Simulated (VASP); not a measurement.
# FeO in VASP: notebook

FeO is run at these levels: PBE; tasks: single point, relaxation of shape and atoms at fixed volume.

Everything below comes from runs of VASP 6.6.1. Logs are shortened: lines on timing, memory, paths and dates and some standing lists are left out, and cuts for length are marked.

### 1 The cell of the first run

The typed cell holds 2 atoms: a = 3.047 Å, b = 3.047 Å, c = 3.047 Å, α = 59.99°, β = 59.99°, γ = 59.99°.

### 2 Single point, PBE, collinear spin, ferromagnetic start

Input file INCAR:

```
PREC = Accurate
ENCUT = 520
EDIFF = 1E-6
ISMEAR = 0
SIGMA = 0.1
LREAL = False
LASPH = True
NELM = 150
ALGO = Normal
ISIF = 2
LWAVE = False
LCHARG = True
ISPIN = 2
MAGMOM = 3.8 0.35
LORBIT = 11
LMAXMIX = 4
GGA = PE
LELF = True
LVHAR = True
NBANDS = 18
```

Input file KPOINTS:

```
regular mesh
0
Gamma
  18 18 18
```

Input file POSCAR:

```
FeO
1.0
    1.5232631390      0.8794563833      2.4878960446
   -1.5232631390      0.8794563833      2.4878960446
    0.0000000000     -1.7589127667      2.4878960446
Fe O
1 1
Direct
    0.0000000000      0.0000000000      0.0000000000
    0.5000000000      0.5000000000      0.5000000000
```

Potentials or basis: VASP PAW PBE potentials, release 64 (Fe, O).

On the command line:

```console
cat potpaw_PBE.64/Fe/POTCAR potpaw_PBE.64/O/POTCAR > POTCAR
mpirun -np 1 vasp_std > vasp.out
```

OUTCAR:

```text
PREC = Accurate
   ENCUT = 520
   EDIFF = 1E-6
   ISMEAR = 0
   LREAL = False
   LASPH = True
   NELM = 150
   ISIF = 2
   ISPIN = 2
   LORBIT = 11
   GGA = PE

 ion  position               nearest neighbor table
   1  0.000  0.000  0.000-   2 2.15   2 2.15   2 2.15   2 2.15   2 2.15   2 2.15
   2  0.500  0.500  0.500-   1 2.15   1 2.15   1 2.15   1 2.15   1 2.15   1 2.15

  LATTYP: Found a trigonal (rhomboedric) cell.
 ALAT       =     3.0468673830
 COS(alpha) =     0.5001119464

  Lattice vectors:

 A1 = (   1.5232631390,   0.8794563833,   2.4878960446)
 A2 = (  -1.5232631390,   0.8794563833,   2.4878960446)
 A3 = (   0.0000000000,  -1.7589127667,   2.4878960446)

Analysis of symmetry for initial positions (statically):
=====================================================================
 Subroutine PRICEL returns:
 Original cell was already a primitive cell.

 Routine SETGRP: Setting up the symmetry group for a
 trigonal (rhombohedral) supercell.

 Subroutine GETGRP returns: Found 12 space group operations
 (whereof 12 operations were pure point group operations)
 out of a pool of 12 trial point group operations.

The static configuration has the point symmetry D_3d.

Analysis of symmetry for dynamics (positions and initial velocities):
=====================================================================
 Subroutine PRICEL returns:
 Original cell was already a primitive cell.

 Routine SETGRP: Setting up the symmetry group for a
 trigonal (rhombohedral) supercell.

 Subroutine GETGRP returns: Found 12 space group operations
 (whereof 12 operations were pure point group operations)
 out of a pool of 12 trial point group operations.

The dynamic configuration has the point symmetry D_3d.

Analysis of structural, dynamic, and magnetic symmetry:
=====================================================================
 Subroutine PRICEL returns:
 Original cell was already a primitive cell.

 Routine SETGRP: Setting up the symmetry group for a
 trigonal (rhombohedral) supercell.

 Subroutine GETGRP returns: Found 12 space group operations
 (whereof 12 operations were pure point group operations)
 out of a pool of 12 trial point group operations.

The overall configuration has the point symmetry D_3d.

 Subroutine INISYM returns: Found 12 space group operations
 (whereof 12 operations are pure point group operations),
 and found     1 'primitive' translations

----------------------------------------------------------------------------------------

                                     Primitive cell

  volume of cell :      19.9974
[... 112 lines left out ...]
  Thomas-Fermi vector in A             =   2.570892
   LORBIT       =     11    0 simple, 1 ext, 2 COOP (PROOUT), +10 PAW based schemes
   GGA     = PE    functional components
   LHFCALC =     F    Hartree Fock is set to
   AEXX    =    0.0000 exact exchange contribution
   IVDW    =     0    specifies the selected vdW correction
   LEPSILON=     F    determine dielectric tensor
   LRPA    =     F    only Hartree local field effects (RPA)
 spin polarized calculation
 Gauss-broadening in eV      SIGMA  =   0.10
  energy-cutoff  :      520.00
  volume of cell :       20.00
 maximum number of plane-waves:       556
   NGX = 11   NGY = 11   NGZ = 11

 number of electron      13.9999998 magnetization       3.9993913

 Free energy of the ion-electron system (eV)
  ---------------------------------------------------
  ext. energy  EPLUGINS =         0.00000000
  ---------------------------------------------------
  free energy    TOTEN  =       -14.93434936 eV

  energy without entropy =      -14.92775846  energy(sigma->0) =      -14.93105391

 E-fermi :   6.2159     XC(G=0): -12.1720

 val. band max:        6.2137794745   @ k =  -0.2222   0.0556  -0.0000
 cond. band min:       6.2171622914   @ k =  -0.2222   0.1667   0.0000
 fundamental gap:      0.0033828169
 Fermi energy:         6.2159212737

 spin component 1

 k-point     1 :       0.0000    0.0000    0.0000
  band No.  band energies     occupation
      1     -14.5160      1.00000
      2       2.3424      1.00000
      3       2.3431      1.00000
      4       2.3431      1.00000
      5       2.4154      1.00000
      6       2.4164      1.00000
[... 493 lines left out ...]
     17      31.9764      0.00000
     18      33.8922      0.00000

 [... further k-points ...]

 spin component 2

 k-point     1 :       0.0000    0.0000    0.0000
  band No.  band energies     occupation
      1     -13.9833      1.00000
      2       2.9738      1.00000
      3       2.9749      1.00000
      4       2.9749      1.00000
      5       5.4800      1.00000
      6       5.4809      1.00000
[... 493 lines left out ...]
     17      32.7934      0.00000
     18      34.9023      0.00000

 [... further k-points ...]

------------------------ aborting loop because EDIFF is reached ----------------------------------------

  FORCE on cell =-STRESS in cart. coord.  units (eV):
  Direction    XX          YY          ZZ          XY          YZ          ZX
  --------------------------------------------------------------------------------------
  -------------------------------------------------------------------------------------
  Total        0.0096049      0.0096049      0.0079222      0.0000000     -0.0000000      0.0000000
  in kB        0.7695426      0.7695426      0.6347209      0.0000000     -0.0000000      0.0000000
  external PRESSURE =       0.7246020 kB  Pullay stress =       0.0000000 kB

 VOLUME and BASIS-vectors are now :
 -----------------------------------------------------------------------------
  energy-cutoff  :      520.00
  volume of cell :       20.00
      direct lattice vectors                 reciprocal lattice vectors
     1.523263139  0.879456383  2.487896045     0.328242696  0.189511009  0.133982018
    -1.523263139  0.879456383  2.487896045    -0.328242696  0.189511009  0.133982018
     0.000000000 -1.758912767  2.487896045     0.000000000 -0.379022018  0.133982018

 POSITION                                       TOTAL-FORCE (eV/Angst)
 -----------------------------------------------------------------------------------
      0.00000      0.00000      0.00000         0.000000      0.000000      0.000000
      0.00000     -0.00000      3.73184        -0.000000     -0.000000     -0.000000
 -----------------------------------------------------------------------------------
    total drift:                               -0.000000      0.000000     -0.000000

  FREE ENERGIE OF THE ION-ELECTRON SYSTEM (eV)
  ---------------------------------------------------
  free  energy   TOTEN  =       -14.9343493619 eV

  energy  without entropy=      -14.9277584640  energy(sigma->0) =      -14.93105391

 total charge

# of ion       s       p       d       tot
------------------------------------------
    1        0.288   0.359   6.087   6.734
    2        1.556   3.438   0.000   4.995
--------------------------------------------------
tot          1.844   3.798   6.087  11.728

 magnetization (x)

# of ion       s       p       d       tot
------------------------------------------
    1        0.027   0.021   3.570   3.618
    2        0.030   0.272   0.000   0.302
--------------------------------------------------
tot          0.057   0.293   3.570   3.920
```

OSZICAR:

```text
N       E                     dE             d eps       ncg     rms          rms(c)
DAV:   1     0.681400258626E+02    0.68140E+02   -0.69233E+03 45348   0.909E+02
DAV:   2    -0.131696657468E+02   -0.81310E+02   -0.68799E+02 43036   0.203E+02
DAV:   3    -0.175974728492E+02   -0.44278E+01   -0.43292E+01 49014   0.512E+01
DAV:   4    -0.176291525897E+02   -0.31680E-01   -0.31665E-01 50856   0.412E+00
DAV:   5    -0.176293683716E+02   -0.21578E-03   -0.21577E-03 50040   0.353E-01    0.161E+01
DAV:   6    -0.156212101480E+02    0.20082E+01   -0.14897E+01 56232   0.556E+01    0.194E+01
DAV:   7    -0.149615176755E+02    0.65969E+00   -0.31599E+00 54448   0.340E+01    0.935E+00
DAV:   8    -0.149538921991E+02    0.76255E-02   -0.18304E-01 53838   0.451E+00    0.535E+00
DAV:   9    -0.149360007599E+02    0.17891E-01   -0.80691E-02 65824   0.442E+00    0.125E+00
DAV:  10    -0.149338828169E+02    0.21179E-02   -0.22801E-02 56664   0.300E+00    0.233E-01
DAV:  11    -0.149343180611E+02   -0.43524E-03   -0.28057E-03 53336   0.484E-01    0.691E-02
DAV:  12    -0.149343342250E+02   -0.16164E-04   -0.43911E-05 47458   0.603E-02    0.454E-02
DAV:  13    -0.149343463110E+02   -0.12086E-04   -0.28204E-05 60834   0.601E-02    0.161E-02
DAV:  14    -0.149343492785E+02   -0.29675E-05   -0.44219E-06 46348   0.168E-02    0.864E-03
DAV:  15    -0.149343493619E+02   -0.83379E-07   -0.18509E-07 25216   0.413E-03
   1 F= -.14934349E+02 E0= -.14931054E+02  d E =-.659090E-02  mag=     4.0000
```

stdout:

```text
POSCAR found type information on POSCAR FeO
 POSCAR found :  2 types and       2 ions
 scaLAPACK will be used
 LDA part: xc-table for (Slater+PW92), standard interpolation
 POSCAR, INCAR and KPOINTS ok, starting setup
 FFT: planning ... GRIDC
 FFT: planning ... GRID_SOFT
 FFT: planning ... GRID
 WAVECAR not read
 entering main loop
```

It took 4 min on 1 thread of Intel Xeon Platinum 8488C (Sapphire Rapids), shared host; peak memory 0.41 GiB.

What came out:

```
Free energy                                           : -14.9343 eV
Pressure                                              : 0.1 GPa
Band gap on the k mesh                                : zero (filled and empty bands overlap)
Net moment                                            : 4.00 μB per cell
Site moments                                          : Fe +3.62; O +0.30 μB
Valence electrons inside the program's atomic spheres : Fe 6.73; O 5.00
```

Caveat: a cell with one magnetic atom can't hold antiferromagnetic order, which such compounds often take; semilocal functionals often make such compounds metallic where correlation or magnetic order opens a gap, which also shifts bond lengths. With open d or f shells a metallic result of PBE can be an artefact of self-interaction; +U or a hybrid may open a gap.

### 3 Single point, PBE, collinear spin, ferromagnetic start (10.30 Å³/atom)

This run uses another cell than the first one, of 10.30 Å³/atom.

Input file INCAR:

```
SYSTEM = FeO
ALGO     = Normal         ! electronic algorithm
EDIFF    = 1E-7           ! SCF threshold, eV
ENCUT    = 520            ! plane-wave cutoff, eV
GGA      = PE             ! functional
ISIF     = 2              ! what is computed and relaxed
ISMEAR   = 0              ! smearing method
ISPIN    = 2              ! spin polarisation
LASPH    = .True.         ! aspherical terms in the spheres
LCHARG   = .False.        ! write CHGCAR
LMAXMIX  = 4              ! l up to which the mixer works
LORBIT   = 11             ! projections on sites
LREAL    = .False.        ! projectors in reciprocal space
LWAVE    = .False.        ! write WAVECAR
MAGMOM   = 3.79 0.35      ! initial moments
NBANDS   = 18             ! bands
NELM     = 150            ! most SCF steps
PREC     = Accurate       ! precision mode
SIGMA    = 0.1            ! smearing width, eV
```

Input file KPOINTS:

```
k-points
0
Gamma
  18 18 18
  0 0 0
```

Input file POSCAR:

```
FeO
1.0
    1.5383459331      0.8881644386      2.5125302808
   -1.5383459331      0.8881644386      2.5125302808
    0.0000000000     -1.7763288772      2.5125302808
Fe O
1 1
Direct
    0.0000000000      0.0000000000      0.0000000000
    0.5000000000      0.5000000000      0.5000000000
```

Potentials or basis: VASP PAW PBE potentials, release 64 (Fe, O).

On the command line:

```console
cat potpaw_PBE.64/Fe/POTCAR potpaw_PBE.64/O/POTCAR > POTCAR
mpirun -np 1 vasp_std > vasp.out
```

Wall time 3.8 min (1 thread of Intel Xeon Platinum 8488C (Sapphire Rapids), shared host); peak memory 0.41 GiB.

It converged, with:

```yaml
Free_energy: -14.9255 eV
Pressure: -5.1 GPa
Band_gap_on_the_k_mesh: zero (filled and empty bands overlap)
Net_moment: 4.00 μB per cell
Site_moments: Fe +3.62; O +0.30 μB
Valence_electrons_inside_the_program's_atomic_spheres: Fe 6.69; O 4.98
```

Levels at points of the mesh, in eV from the Fermi level:
Spin up:
```csv
k point,band 6,band 7,band 8,band 9,band 10,band 11,band 12,band 13
"(0.00, 0.00, 0.00)",-3.70,-3.70,-3.67,-3.67,-0.06,15.37,16.80,16.81
"(0.50, 0.00, 0.00)",-3.08,-2.53,-0.42,-0.42,4.02,8.20,12.35,12.35
"(0.50, 0.50, 0.00)",-3.31,-2.87,-2.83,-2.83,5.08,8.56,10.63,14.38
"(0.50, 0.50, 0.50)",-3.08,-2.53,-0.42,-0.42,4.02,8.20,12.35,12.35
```
Spin down:
| k point | band 3 | band 4 | band 5 | band 6 | band 7 | band 8 |
| --- | --- | --- | --- | --- | --- | --- |
| (0.00, 0.00, 0.00) | -3.15 | -3.15 | -0.70 | -0.70 | -0.70 | 0.20 |
| (0.50, 0.00, 0.00) | -4.98 | -4.98 | 0.37 | 0.37 | 0.57 | 2.68 |
| (0.50, 0.50, 0.00) | -4.29 | -4.29 | -2.00 | 0.70 | 0.70 | 0.72 |
| (0.50, 0.50, 0.50) | -4.98 | -4.98 | 0.37 | 0.37 | 0.57 | 2.68 |

Caveat: the cell stands under tension; a cell with one magnetic atom can't hold antiferromagnetic order, which such compounds often take; semilocal functionals often make such compounds metallic where correlation or magnetic order opens a gap, which also shifts bond lengths.

### 4 Relaxation of shape and atoms at fixed volume, PBE, collinear spin, ferromagnetic start (9.40 Å³/atom)

This run uses another cell than the first one, of 9.40 Å³/atom.

Input file INCAR:

```
ALGO = Fast ; EDIFF = 1E-7
EDIFFG = -0.01 ; ENCUT = 600
GGA = PE ; IBRION = 2
ISIF = 4 ; ISMEAR = 0
ISPIN = 2 ; LASPH = True
LCHARG = False ; LMAXMIX = 4
LORBIT = 11 ; LREAL = False
LWAVE = False ; MAGMOM = 3.79 0.35
NELM = 150 ; NSW = 50
PREC = Accurate ; SIGMA = 0.1
```

Input file KPOINTS:

```
k-points
0
Gamma
  18 18 18
```

Input file POSCAR:

```
FeO
1.0
    1.4921674108      0.8615032563      2.4371084053
   -1.4921674108      0.8615032563      2.4371084053
    0.0000000000     -1.7230065127      2.4371084053
Fe O
1 1
Direct
    0.0000000000      0.0000000000      0.0000000000
    0.5000000000      0.5000000000      0.5000000000
```

On the command line:

```console
cat potpaw_PBE.64/Fe/POTCAR potpaw_PBE.64/O/POTCAR > POTCAR
mpirun -np 1 vasp_std > vasp.out
```

Run time: 9.4 min. Hardware: 1 thread of Oxide Virtual Turin-like, shared host; peak memory 0.36 GiB.

The run converged. Its results:

```
Free energy                                           : -14.8868 eV
Pressure after relaxing                               : 13.3 GPa
Band gap on the k mesh                                : zero (filled and empty bands overlap)
Net moment                                            : 4.00 μB per cell
Site moments                                          : Fe +3.61; O +0.32 μB
Valence electrons inside the program's atomic spheres : Fe 6.84; O 5.03
```

Final structure:
```
Fe O
1.0
     1.49217    0.86150    2.43711
    -1.49217    0.86150    2.43711
     0.00000   -1.72301    2.43711
Fe O
1 1
Direct
  0.00000 0.00000 0.00000
  0.50000 0.50000 0.50000
```

Levels at points of the mesh, in eV from the Fermi level:
Spin up:
| k point | band 7 | band 8 | band 9 | band 10 | band 11 | band 12 |
| --- | --- | --- | --- | --- | --- | --- |
| (0.00, 0.00, 0.00) | -3.94 | -3.69 | -3.69 | 0.47 | 15.70 | 17.58 |
| (0.50, 0.00, 0.00) | -2.42 | -0.12 | -0.12 | 4.27 | 9.11 | 13.03 |
| (0.50, 0.50, 0.00) | -2.72 | -2.72 | -2.64 | 5.79 | 9.18 | 11.12 |
| (0.50, 0.50, 0.50) | -2.42 | -0.12 | -0.12 | 4.27 | 9.11 | 13.04 |
Spin down:
```csv
k point,band 2,band 3,band 4,band 5,band 6,band 7,band 8,band 9
"(0.00, 0.00, 0.00)",-3.43,-3.43,-3.43,-0.82,-0.82,-0.82,0.17,0.17
"(0.50, 0.00, 0.00)",-8.49,-5.52,-5.51,0.44,0.44,0.67,3.04,3.04
"(0.50, 0.50, 0.00)",-7.30,-4.68,-4.68,-2.36,0.77,0.82,0.82,1.31
"(0.50, 0.50, 0.50)",-8.50,-5.51,-5.51,0.44,0.44,0.67,3.04,3.04
```

Caveat: the relaxation stopped at its first step, so nothing moved; a cell with one magnetic atom can't hold antiferromagnetic order, which such compounds often take; semilocal functionals often make such compounds metallic where correlation or magnetic order opens a gap, which also shifts bond lengths. With open d or f shells a metallic result of PBE can be an artefact of self-interaction; +U or a hybrid may open a gap.

### 5 The runs side by side

```tsv
task	cell	cutoff (eV)	gap on the mesh (eV)	pressure (GPa)	moment (μB)
single point	a = 3.047 Å, angles 60.0°, 2 atoms	520	none	0.1	4.00
single point	a = 3.077 Å, angles 60.0°, 2 atoms	520	none	-5.1	4.00
relaxation of shape and atoms at fixed volume	relaxed from a = 2.985 Å, angles 60.0°, 2 atoms	600	none	13.3	4.00
```

Alike in all rows: level PBE; potentials or basis VASP PAW PBE potentials, release 64 (Fe, O); spin collinear, ferromagnetic start; k mesh 18 × 18 × 18; smearing gaussian 0.1 eV.

Caveats: a cell with one magnetic atom can't hold antiferromagnetic order, which such compounds often take; semilocal functionals often make such compounds metallic where correlation or magnetic order opens a gap, which also shifts bond lengths; the cell stands under tension (at least some runs); the relaxation stopped at its first step, so nothing moved (at least some runs).

Absolute energies hang on the potentials; compare differences alone.
